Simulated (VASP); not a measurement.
A run of VASP 6.6.1 is set up as follows.

File INCAR:

```
  PREC = Accurate
  ENCUT = 520
  EDIFF = 1E-6
  ISMEAR = -1
  SIGMA = 0.03
  LREAL = False
  LASPH = True
  NELM = 60
  ALGO = Normal
  ISIF = 2
  LWAVE = False
  LCHARG = False
  GGA = PS
  NBANDS = 19
```

Contents of KPOINTS:

```
Automatic mesh
0
Gamma
  9 9 2
```

File POSCAR:

```
CdSe2
1.0
    3.3123851177      0.0000000000      0.0000000000
   -1.6561925589      2.8686096591      0.0000000000
    0.0000000000      0.0000000000      8.5039822434
Cd Se
1 2
Direct
    0.0000000000      0.0000000000      0.0000000000
    0.3333333333      0.6666666667      0.2367414647
    0.3333333333      0.6666666667      0.7632585353
```

Potentials or basis: VASP PAW PBE potentials, release 64 (Cd, Se).

Command:

```bash
$ cat potpaw_PBE.64/Cd/POTCAR potpaw_PBE.64/Se/POTCAR > POTCAR
$ mpirun -np 1 vasp_std > vasp.out
```

(1) What does it give for the pressure?

(2) Predict the largest force.

(3) What does it give for the band gap on the k mesh?

## Answers

(1) 0.4 GPa.

(2) 0.058 eV/Å.

(3) zero (bands 12 and 13 overlap by 2.35 eV).

Caveat: the k points lie up to 0.37 Å⁻¹ apart, too coarse for converged energies and pressures of a metal; the PAW data sets were made with another functional, which shifts forces and pressure a little.
